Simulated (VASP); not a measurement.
# Si6O in VASP: single point with PBE

Aim: the single point of Si6O with PBE.

Program: VASP 6.6.1. These are calculated values, not measurements. Logs are shortened: lines on timing, memory, paths and dates and some standing lists are left out, and cuts for length are marked.

## 1. The cell of the first run

The cell holds a slab with vacuum, 7 atoms: a = 3.851 Å, b = 3.851 Å, c = 22.533 Å, α = 90.00°, β = 90.00°, γ = 120.00°.

## 2. Single point, PBE, collinear spin, ferromagnetic start

INCAR

```
PREC     = Accurate       # precision mode
ENCUT    = 520            # plane-wave cutoff, eV
EDIFF    = 1E-6           # SCF threshold, eV
ISMEAR   = 0              # smearing method
SIGMA    = 0.05           # smearing width, eV
LREAL    = False          # projectors in reciprocal space
LASPH    = True           # aspherical terms in the spheres
NELM     = 150            # most SCF steps
ALGO     = Normal         # electronic algorithm
ISIF     = 2              # what is computed and relaxed
LWAVE    = False          # write WAVECAR
LCHARG   = False          # write CHGCAR
ISPIN    = 2              # spin polarisation
MAGMOM   = 0 0 0 0 0 0 2  # initial moments
LORBIT   = 11             # projections on sites
LDIPOL   = True         
IDIPOL   = 3            
DIPOL    = 0.5 0.5 0.362
GGA      = PE             # functional
NBANDS   = 28             # bands
```

KPOINTS

```
Automatic mesh
0
Gamma
  9 9 1
```

POSCAR

```
Si6O
1.0
    3.8512806261      0.0000000000      0.0000000000
   -1.9256403131      3.3353068593      0.0000000000
    0.0000000000      0.0000000000     22.5327139716
Si O
6 1
Direct
    0.6666666667      0.3333333334      0.1775196723
    0.3333333333      0.6666666666      0.2130730340
    0.3333333333      0.6666666666      0.3187592658
    0.6666666667      0.3333333334      0.3526875901
    0.6666666667      0.3333333334      0.4598337302
    0.3333333333      0.6666666666      0.4896309422
    0.3333333333      1.1666666666      0.5195920646
```

Potentials or basis: VASP PAW PBE potentials, release 64 (Si, O).

Launch:

```sh
$ cat potpaw_PBE.64/Si/POTCAR potpaw_PBE.64/O/POTCAR > POTCAR
$ mpirun -np 1 vasp_std > vasp.out
```

OUTCAR:

```text
PREC = Accurate
   ENCUT = 520
   EDIFF = 1E-6
   ISMEAR = 0
   LREAL = False
   LASPH = True
   NELM = 150
   ISIF = 2
   ISPIN = 2
   LORBIT = 11
   GGA = PE

 ion  position               nearest neighbor table
   1  0.667  0.333  0.178-   2 2.36   2 2.36   2 2.36
   2  0.333  0.667  0.213-   1 2.36   1 2.36   1 2.36   3 2.38
   3  0.333  0.667  0.319-   4 2.35   4 2.35   4 2.35   2 2.38
   4  0.667  0.333  0.353-   3 2.35   3 2.35   3 2.35   5 2.41
   5  0.667  0.333  0.460-   7 1.75   6 2.32   6 2.32   6 2.32   4 2.41
   6  0.333  0.667  0.490-   7 2.04   7 2.04   5 2.32   5 2.32   5 2.32
   7  0.333  0.167  0.520-   5 1.75   6 2.04   6 2.04

  LATTYP: Found a hexagonal cell.
 ALAT       =     3.8512806261
 C/A-ratio  =     5.8507068581

  Lattice vectors:

 A1 = (   3.8512806261,   0.0000000000,   0.0000000000)
 A2 = (  -1.9256403131,   3.3353068593,   0.0000000000)
 A3 = (   0.0000000000,   0.0000000000,  22.5327139716)

Analysis of symmetry for initial positions (statically):
=====================================================================
 Subroutine PRICEL returns:
 Original cell was already a primitive cell.

 Routine SETGRP: Setting up the symmetry group for a
 hexagonal supercell.

 Subroutine GETGRP returns: Found  2 space group operations
 (whereof  2 operations were pure point group operations)
 out of a pool of 24 trial point group operations.

The static configuration has the point symmetry C_1h.

Analysis of symmetry for dynamics (positions and initial velocities):
=====================================================================
 Subroutine PRICEL returns:
 Original cell was already a primitive cell.

 Routine SETGRP: Setting up the symmetry group for a
 hexagonal supercell.

 Subroutine GETGRP returns: Found  2 space group operations
 (whereof  2 operations were pure point group operations)
 out of a pool of 24 trial point group operations.

The dynamic configuration has the point symmetry C_1h.

Analysis of structural, dynamic, and magnetic symmetry:
=====================================================================
 Subroutine PRICEL returns:
 Original cell was already a primitive cell.

 Routine SETGRP: Setting up the symmetry group for a
 hexagonal supercell.

 Subroutine GETGRP returns: Found  2 space group operations
 (whereof  2 operations were pure point group operations)
 out of a pool of 24 trial point group operations.

The overall configuration has the point symmetry C_1h.

 Subroutine INISYM returns: Found  2 space group operations
 (whereof  2 operations are pure point group operations),
 and found     1 'primitive' translations

----------------------------------------------------------------------------------------

                                     Primitive cell

  volume of cell :     289.4373

  direct lattice vectors                    reciprocal lattice vectors
     3.851280626  0.000000000  0.000000000     0.259653891  0.149911244  0.000000000
    -1.925640313  3.335306859  0.000000000     0.000000000  0.299822488  0.000000000
     0.000000000  0.000000000 22.532713972     0.000000000  0.000000000  0.044379918

  length of vectors
     3.851280626  3.851280626 22.532713972     0.299822488  0.299822488  0.044379918

  position of ions in fractional coordinates (direct lattice)
     0.666666667  0.333333333  0.177519672
     0.333333333  0.666666667  0.213073034
     0.333333333  0.666666667  0.318759266
     0.666666667  0.333333333  0.352687590
     0.666666667  0.333333333  0.459833730
     0.333333333  0.666666667  0.489630942
     0.333333333  0.166666667  0.519592065

  ion indices of the primitive-cell ions
   primitive index   ion index
                 1           1
                 2           2
                 3           3
                 4           4
                 5           5
                 6           6
                 7           7

----------------------------------------------------------------------------------------

 KPOINTS: Automatic mesh

Automatic generation of k-mesh.
 Grid dimensions read from file:
 generate k-points for:    9    9    1

[... 54 lines left out ...]
   ISTART =      0    job   : 0-new  1-cont  2-samecut
   ICHARG =      2    charge: 1-file 2-atom 10-const
   ISPIN  =      2    spin polarized calculation?
   LNONCOLLINEAR =      F non collinear calculations
   LSORBIT =      F    spin-orbit coupling
   LASPH  =      T    aspherical Exc in radial PAW
   ENCUT  =  520.0 eV  38.22 Ry    6.18 a.u.   7.16  7.16 41.90*2*pi/ulx,y,z
   NELM   =    150;   NELMIN=  2; NELMDL= -5     # of ELM steps
   EDIFF  = 0.1E-05   stopping-criterion for ELM
   LREAL  =      F    real-space projection
   EDIFFG = 0.1E-04   stopping-criterion for IOM
   NSW    =      0    number of steps for IOM
   IBRION =     -1    ionic relax: 0-MD 1-quasi-New 2-CG
   NFREE  =      0    steps in history (QN), initial steepest desc. (CG)
   ISIF   =      2    stress and relaxation
   ISYM   =      2    0-nonsym 1-usesym 2-fastsym
   POTIM  = 0.5000    time-step for ionic-motion
   TEBEG  =    0.0;   TEEND  =   0.0 temperature during run
   PSTRESS=    0.0 pullay stress
   NELECT =      30.0000    total number of electrons
   NUPDOWN=      -1.0000    fix difference up-down
   EMIN   =  10.00;   EMAX   =-10.00  energy-range for DOS
   EFERMI =   0.00;   METHOD = LEGACY
   ISMEAR =     0;   SIGMA  =   0.05  broadening in eV -4-tet -1-fermi 0-gaus
   EFERMI_NEDOS =   21; number of points for ismear=-14 and -15
   IALGO  =     38    algorithm
   IMIX   =      4    mixing-type and parameters
     AMIX     =   0.40;   BMIX     =  1.00
     AMIX_MAG =   1.60;   BMIX_MAG =  1.00
  volume/ion in A,a.u.               =      41.35       279.03
  Fermi-wavevector in a.u.,A,eV,Ry     =   0.769007  1.453213  8.046106  0.591372
  Thomas-Fermi vector in A             =   1.869903
   LORBIT       =     11    0 simple, 1 ext, 2 COOP (PROOUT), +10 PAW based schemes
   GGA     = PE    functional components
   LHFCALC =     F    Hartree Fock is set to
   AEXX    =    0.0000 exact exchange contribution
   IVDW    =     0    specifies the selected vdW correction
   LEPSILON=     F    determine dielectric tensor
   LRPA    =     F    only Hartree local field effects (RPA)
 spin polarized calculation
 Gauss-broadening in eV      SIGMA  =   0.05
  energy-cutoff  :      520.00
  volume of cell :      289.44
 maximum number of plane-waves:      7845
 NGX is ok and might be reduce to    30
   NGX = 15   NGY = 15   NGZ = 83

 dipolmoment           0.000000      0.000000      0.048378 electrons x Angstroem

 number of electron      30.0000006 magnetization       0.0924710

 number of electron      30.0000005 magnetization      -0.4170682

 dipolmoment           0.000000      0.000000     -0.000751 electrons x Angstroem

 Free energy of the ion-electron system (eV)
  ---------------------------------------------------
  ext. energy  EPLUGINS =         0.00000000
  ---------------------------------------------------
  free energy    TOTEN  =       -36.45367057 eV

  energy without entropy =      -36.44864381  energy(sigma->0) =      -36.45115719

 E-fermi :  -0.0942     XC(G=0):  -4.7626

 val. band max:       -0.0954049533   @ k =   0.2222   0.1111   0.0000
 cond. band min:      -0.0868696374   @ k =   0.0000   0.4444   0.0000
 fundamental gap:      0.0085353159
 Fermi energy:        -0.0942113098

 spin component 1

 k-point     1 :       0.0000    0.0000    0.0000
  band No.  band energies     occupation
      1     -20.6749      1.00000
      2     -11.7941      1.00000
      3     -10.6165      1.00000
      4      -9.7417      1.00000
      5      -7.1882      1.00000
      6      -6.0020      1.00000
[... 709 lines left out ...]
     26       6.2679      0.00000
     27       6.6862      0.00000

 [... further k-points ...]

 spin component 2

 k-point     1 :       0.0000    0.0000    0.0000
  band No.  band energies     occupation
      1     -20.6439      1.00000
      2     -11.8408      1.00000
      3     -10.7044      1.00000
      4      -9.7413      1.00000
      5      -7.1449      1.00000
      6      -6.0437      1.00000
[... 709 lines left out ...]
     26       6.1646      0.00000
     27       6.5992      0.00000

 [... further k-points ...]

 [bands above 27 left out]

------------------------ aborting loop because EDIFF is reached ----------------------------------------

 vacuum level on the upper side and lower side of the slab       (xc-potential included)        -0.034        -0.068

  FORCE on cell =-STRESS in cart. coord.  units (eV):
  Direction    XX          YY          ZZ          XY          YZ          ZX
  --------------------------------------------------------------------------------------
  -------------------------------------------------------------------------------------
  Total        2.5455336      2.1743462     -0.0427813      0.3214577      0.3744177      0.6485106
  in kB       14.0907771     12.0360731     -0.2368155      1.7794259      2.0725859      3.5898243
  external PRESSURE =       8.6300116 kB  Pullay stress =       0.0000000 kB

 VOLUME and BASIS-vectors are now :
 -----------------------------------------------------------------------------
  energy-cutoff  :      520.00
  volume of cell :      289.44
      direct lattice vectors                 reciprocal lattice vectors
     3.851280626  0.000000000  0.000000000     0.259653891  0.149911244  0.000000000
    -1.925640313  3.335306859  0.000000000     0.000000000  0.299822488  0.000000000
     0.000000000  0.000000000 22.532713972     0.000000000  0.000000000  0.044379918

 POSITION                                       TOTAL-FORCE (eV/Angst)
 -----------------------------------------------------------------------------------
      1.92564      1.11177      4.00000         0.032087      0.018526      0.451445
     -0.00000      2.22354      4.80111        -0.079631     -0.045975     -0.575180
     -0.00000      2.22354      7.18251         0.050199      0.028982     -0.047916
      1.92564      1.11177      7.94701        -0.399612     -0.230716      0.378447
      1.92564      1.11177     10.36130         1.138736      0.657449     -0.788537
     -0.00000      2.22354     11.03271        -0.893500     -0.515862      0.529538
      0.96282      0.55588     11.70782         0.151720      0.087596      0.052205
 -----------------------------------------------------------------------------------
    total drift:                                0.000044      0.000025     -0.000516

  FREE ENERGIE OF THE ION-ELECTRON SYSTEM (eV)
  ---------------------------------------------------
  free  energy   TOTEN  =       -36.4536705675 eV

  energy  without entropy=      -36.4486438069  energy(sigma->0) =      -36.45115719

 vacuum level on the upper side and lower side of the slab         4.563         4.629

 total charge

# of ion       s       p       d       tot
------------------------------------------
    1        0.800   0.840   0.000   1.640
    2        0.757   0.908   0.000   1.665
    3        0.765   0.910   0.000   1.675
    4        0.764   0.903   0.000   1.667
    5        0.748   0.929   0.000   1.677
    6        0.820   0.773   0.000   1.593
    7        1.602   3.378   0.000   4.980
--------------------------------------------------
tot          6.256   8.642   0.000  14.897

 magnetization (x)

# of ion       s       p       d       tot
------------------------------------------
    1       -0.026  -0.133   0.000  -0.159
    2       -0.003  -0.009   0.000  -0.012
    3       -0.006  -0.025   0.000  -0.032
    4       -0.001  -0.004   0.000  -0.005
    5        0.000   0.012   0.000   0.012
    6        0.010   0.044   0.000   0.053
    7        0.005   0.002   0.000   0.007
--------------------------------------------------
tot         -0.020  -0.114   0.000  -0.135
```

Run time: 16 min. Hardware: 1 thread of Intel Xeon Platinum 8488C (Sapphire Rapids), shared host; peak memory 0.68 GiB.

What came out:

| Property | Result |
| --- | --- |
| Free energy | -36.4537 eV |
| Largest force | 1.533 eV/Å |
| Net moment | -0.42 μB per cell |
| Site moments | Si -0.16, -0.01, -0.03, +0.01, +0.05 (each value once); O +0.01 μB |
| Valence electrons inside the program's atomic spheres | Si 1.64, 1.67, 1.68, 1.59 (each value once); O 4.98 |

Forces on the atoms (eV/Å):
```
Si   0.032  0.019  0.451
Si  -0.080 -0.046 -0.575
Si   0.050  0.029 -0.048
Si  -0.400 -0.231  0.378
Si   1.139  0.657 -0.789
Si  -0.893 -0.516  0.530
O    0.152  0.088  0.052
```

Levels at points of the mesh, in eV from the Fermi level:
Spin up:
| k point | band 11 | band 12 | band 13 | band 14 | band 15 | band 16 | band 17 | band 18 | band 19 | band 20 |
| --- | --- | --- | --- | --- | --- | --- | --- | --- | --- | --- |
| (0.00, 0.00, 0.00) | -1.20 | -0.59 | -0.21 | -0.12 | -0.06 | 0.56 | 1.26 | 1.40 | 2.49 | 2.68 |
Spin down:
| k point | band 13 | band 14 | band 15 | band 16 | band 17 | band 18 |
| --- | --- | --- | --- | --- | --- | --- |
| (0.00, 0.00, 0.00) | -0.51 | -0.30 | -0.13 | 0.62 | 1.25 | 1.33 |

Caveat: a moment this small can come from the mesh or the smearing.
